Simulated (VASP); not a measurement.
# Hg (C2/m) in VASP: notebook, part 2 of 2

VASP 6.6.1. The steps go on from the part before.

**4. Single point, PBE**

Input file INCAR:

```
SYSTEM = Hg
PREC = Accurate
ENCUT = 520
EDIFF = 1E-6
ISMEAR = -1
SIGMA = 0.001
LREAL = .FALSE.
LASPH = .TRUE.
NELM = 60
ALGO = Normal
ISIF = 2
LWAVE = .FALSE.
LCHARG = .FALSE.
GGA = PE
NBANDS = 45
```

Input file KPOINTS:

```
regular mesh
0
G
  4 4 4
  0 0 0
```

Input file POSCAR:

```
Hg
1.0
    5.6351521476      0.0000000000      0.0992471465
    0.0000000000      5.5776418450      0.0000000000
   -2.6288452079      0.0000000000      4.6701544686
Hg
6
Direct
    0.0000000000      0.5000000000      0.5000000000
    0.0000000000      0.0000000000      0.0000000000
    0.3333333386     -0.0000067083      0.6666667025
    0.6666666614      0.4999932917      0.8333332975
    0.6666666614      1.0000067083      0.3333332975
    0.3333333386      0.5000067083      0.1666667025
```

Potentials or basis: VASP PAW PBE potentials, release 64 (Hg).

Launch:

```sh
$ cat potpaw_PBE.64/Hg/POTCAR > POTCAR
$ mpirun -np 1 vasp_std > vasp.out
```

OUTCAR:

```text
SYSTEM = Hg
   PREC = Accurate
   ENCUT = 520
   EDIFF = 1E-6
   ISMEAR = -1
   LREAL = .FALSE.
   LASPH = .TRUE.
   NELM = 60
   ISIF = 2
   GGA = PE

 ion  position               nearest neighbor table
   1  0.000  0.500  0.500-   4 3.15   6 3.15   6 3.15   4 3.15   3 3.24   5 3.24   5 3.24   3 3.24
                             4 3.31   6 3.31   2 3.87   2 3.87   2 3.87   2 3.87
   2  0.000  0.000  0.000-   3 3.15   5 3.15   3 3.15   5 3.15   6 3.24   4 3.24   6 3.24   4 3.24
                             5 3.31   3 3.31   1 3.87   1 3.87   1 3.87   1 3.87
   3  0.333  1.000  0.667-   2 3.15   5 3.15   5 3.15   2 3.15   1 3.24   4 3.24   4 3.24   1 3.24
                             2 3.31   5 3.31   6 3.87   6 3.87   6 3.87   6 3.87
   4  0.667  0.500  0.833-   1 3.15   6 3.15   6 3.15   1 3.15   2 3.24   3 3.24   3 3.24   2 3.24
                             1 3.31   6 3.31   5 3.87   5 3.87   5 3.87   5 3.87
   5  0.667  0.000  0.333-   2 3.15   3 3.15   3 3.15   2 3.15   1 3.24   6 3.24   6 3.24   1 3.24
                             2 3.31   3 3.31   4 3.87   4 3.87   4 3.87   4 3.87
   6  0.333  0.500  0.167-   1 3.15   4 3.15   4 3.15   1 3.15   2 3.24   5 3.24   5 3.24   2 3.24
                             1 3.31   4 3.31   3 3.87   3 3.87   3 3.87   3 3.87

  LATTYP: Found a simple monoclinic cell.
 ALAT       =     5.3592135512
 B/A-ratio  =     1.0407575275
 C/A-ratio  =     1.0516517030
 COS(beta)  =    -0.4751068141

[... 193 lines left out ...]
 cond. band min:       2.2991444686   @ k =   0.2500   0.2500   0.0000
 fundamental gap:      0.2131083815
 Fermi energy:         2.2980458563

 k-point     1 :       0.0000    0.0000    0.0000
  band No.  band energies     occupation
      1      -6.3019      2.00000
      2      -5.4647      2.00000
      3      -4.8278      2.00000
      4      -4.7755      2.00000
      5      -4.7755      2.00000
      6      -4.7125      2.00000
[... 1141 lines left out ...]
     44       7.5862      0.00000
     45       8.8503      0.00000

 [... further k-points ...]
[... 5 lines left out ...]
  --------------------------------------------------------------------------------------
  -------------------------------------------------------------------------------------
  Total        3.9744021      2.2452774      3.7631653      0.0000000      0.0000000      0.1661391
  in kB       42.9546813     24.2665871     40.6716692      0.0000000      0.0000000      1.7956035
  external PRESSURE =      35.9643125 kB  Pullay stress =       0.0000000 kB

 VOLUME and BASIS-vectors are now :
 -----------------------------------------------------------------------------
  energy-cutoff  :      520.00
  volume of cell :      148.24
      direct lattice vectors                 reciprocal lattice vectors
     5.635152148  0.000000000  0.099247146     0.175715466  0.000000000  0.098910810
     0.000000000  5.577641845  0.000000000     0.000000000  0.179287238  0.000000000
    -2.628845208  0.000000000  4.670154469    -0.003734193  0.000000000  0.212023690

 POSITION                                       TOTAL-FORCE (eV/Angst)
 -----------------------------------------------------------------------------------
     -1.31442      2.78882      2.33508         0.000000     -0.000000      0.000000
      0.00000      0.00000      0.00000         0.000000     -0.000000      0.000000
      0.12582      5.57760      3.14652         0.000049      0.000028      0.000086
      1.56606      2.78878      3.95796        -0.000049      0.000028     -0.000086
      2.88049      0.00004      1.62288        -0.000049     -0.000028     -0.000086
      1.44024      2.78886      0.81144         0.000049     -0.000028      0.000086
 -----------------------------------------------------------------------------------
    total drift:                               -0.000000      0.000000      0.000000

  FREE ENERGIE OF THE ION-ELECTRON SYSTEM (eV)
  ---------------------------------------------------
  free  energy   TOTEN  =        -0.8717175123 eV

  energy  without entropy=       -0.8716472204  energy(sigma->0) =       -0.87168237
```

OSZICAR:

```text
N       E                     dE             d eps       ncg     rms          rms(c)
DAV:   1     0.623972718816E+03    0.62397E+03   -0.36570E+04  2700   0.155E+03
DAV:   2     0.215070539990E+02   -0.60247E+03   -0.57946E+03  2800   0.414E+02
DAV:   3    -0.906872283624E+00   -0.22414E+02   -0.22147E+02  3006   0.844E+01
DAV:   4    -0.102978577628E+01   -0.12291E+00   -0.12281E+00  2870   0.547E+00
DAV:   5    -0.103004380670E+01   -0.25803E-03   -0.25802E-03  2870   0.256E-01    0.794E+00
DAV:   6    -0.880895351286E+00    0.14915E+00   -0.41161E-01  2835   0.452E+00    0.590E+00
DAV:   7    -0.872212462189E+00    0.86829E-02   -0.98799E-02  2855   0.191E+00    0.192E+00
DAV:   8    -0.871549941114E+00    0.66252E-03   -0.15708E-02  2835   0.936E-01    0.157E-01
DAV:   9    -0.871604216205E+00   -0.54275E-04   -0.74982E-05  2944   0.587E-02    0.699E-02
DAV:  10    -0.871717627690E+00   -0.11341E-03   -0.12411E-04  2860   0.657E-02    0.111E-02
DAV:  11    -0.871717512320E+00    0.11537E-06   -0.80244E-06  2875   0.196E-02
   1 F= -.87171751E+00 E0= -.87168237E+00  d E =-.702919E-04
```

Run time: 4.1 min. Hardware: 1 thread of Intel Xeon 8259CL, shared host; peak memory 0.32 GiB.

What came out:

| Property | Result |
| --- | --- |
| Free energy | -0.8717 eV |
| Pressure | 3.6 GPa |
| Band gap on the k mesh | zero (bands 36 and 37 overlap by 0.97 eV) |

Levels at points of the mesh, in eV from the Fermi level:
| k point | band 32 | band 33 | band 34 | band 35 | band 36 | band 37 | band 38 | band 39 | band 40 | band 41 |
| --- | --- | --- | --- | --- | --- | --- | --- | --- | --- | --- |
| (0.00, 0.00, 0.00) | -2.24 | -1.57 | -0.97 | -0.97 | -0.90 | -0.90 | 1.52 | 1.52 | 4.67 | 4.67 |
| (0.50, 0.00, 0.00) | -5.47 | -1.59 | -1.52 | -1.52 | -1.34 | 1.21 | 1.21 | 2.44 | 2.70 | 2.98 |
| (0.00, 0.50, 0.00) | -5.75 | -0.21 | -0.21 | -0.21 | -0.21 | 1.85 | 1.85 | 1.85 | 1.85 | 3.01 |
| (0.50, 0.50, 0.00) | -4.46 | -4.46 | -4.46 | -0.88 | -0.88 | 0.48 | 0.48 | 5.36 | 5.36 | 5.36 |
| (0.00, 0.00, 0.50) | -5.47 | -2.12 | -2.12 | -1.21 | -1.21 | 1.13 | 1.13 | 2.28 | 2.28 | 5.17 |
| (0.50, 0.00, 0.50) | -5.47 | -2.12 | -2.12 | -1.21 | -1.21 | 1.13 | 1.13 | 2.28 | 2.28 | 5.16 |
| (0.00, 0.50, 0.50) | -4.52 | -4.52 | -4.52 | -0.83 | -0.83 | -0.77 | -0.77 | 5.99 | 5.99 | 5.99 |
| (0.50, 0.50, 0.50) | -4.52 | -4.52 | -4.52 | -0.83 | -0.83 | -0.78 | -0.78 | 5.99 | 5.99 | 5.99 |

Caveat: the cell stands under pressure; spin-orbit coupling is left out, which moves the levels of the heavy elements.

**5. Single point, PBE**

Input file INCAR:

```
PREC = Accurate
ENCUT = 520
EDIFF = 1E-7
ISMEAR = -1
SIGMA = 0.02
LREAL = F
LASPH = T
NELM = 60
ALGO = Normal
ISIF = 2
LWAVE = F
LCHARG = F
GGA = PE
NBANDS = 45
```

Input file KPOINTS:

```
Automatic mesh
0
Gamma
  4 4 4
```

POSCAR is that of step 4.

Launch:

```sh
$ cat potpaw_PBE.64/Hg/POTCAR > POTCAR
$ mpirun -np 1 vasp_std > vasp.out
```

Run time: 4 min. Hardware: 1 thread of Intel Xeon 8259CL, shared host; peak memory 0.32 GiB.

It converged, with:

* Free energy: -0.8731 eV
* Pressure: 3.6 GPa
* Band gap on the k mesh: zero (bands 36 and 37 overlap by 0.97 eV)

Stress tensor (GPa, compression positive):
```
4.30 0.00 0.18
0.00 2.45 0.00
0.18 0.00 4.07
```

Levels at points of the mesh, in eV from the Fermi level:
```tsv
k point	band 32	band 33	band 34	band 35	band 36	band 37	band 38	band 39	band 40	band 41
(0.00, 0.00, 0.00)	-2.22	-1.55	-0.94	-0.94	-0.88	-0.88	1.54	1.54	4.69	4.69
(0.50, 0.00, 0.00)	-5.45	-1.57	-1.49	-1.49	-1.31	1.23	1.23	2.47	2.72	3.01
(0.00, 0.50, 0.00)	-5.72	-0.19	-0.19	-0.19	-0.19	1.88	1.88	1.88	1.88	3.04
(0.50, 0.50, 0.00)	-4.44	-4.44	-4.44	-0.86	-0.86	0.50	0.50	5.38	5.38	5.38
(0.00, 0.00, 0.50)	-5.45	-2.09	-2.09	-1.18	-1.18	1.15	1.15	2.31	2.31	5.19
(0.50, 0.00, 0.50)	-5.45	-2.10	-2.10	-1.18	-1.18	1.15	1.15	2.30	2.30	5.19
(0.00, 0.50, 0.50)	-4.49	-4.49	-4.49	-0.81	-0.81	-0.75	-0.75	6.01	6.01	6.01
(0.50, 0.50, 0.50)	-4.49	-4.49	-4.49	-0.81	-0.81	-0.75	-0.75	6.02	6.02	6.02
```

Caveat: the cell stands under pressure; spin-orbit coupling is left out, which moves the levels of the heavy elements.

**6. Summary**

| smearing | gap on the mesh (eV) | pressure (GPa) |
| --- | --- | --- |
| fermi-dirac 0.02 eV | none | 3.6 |
| fermi-dirac 0.05 eV | none | 3.6 |
| fermi-dirac 0.001 eV | none | 3.6 |

Alike in all rows: task single point; level PBE; potentials or basis VASP PAW PBE potentials, release 64 (Hg); no spin polarisation; cell as given; k mesh 4 × 4 × 4; cutoff (eV) 520.

Caveats: the cell stands under pressure; spin-orbit coupling is left out, which moves the levels of the heavy elements.

Total energies depend on the potentials used, so only differences within one code and one set of settings carry meaning.

The gap in the log of VASP goes by the Fermi energy; the results here count the filled bands.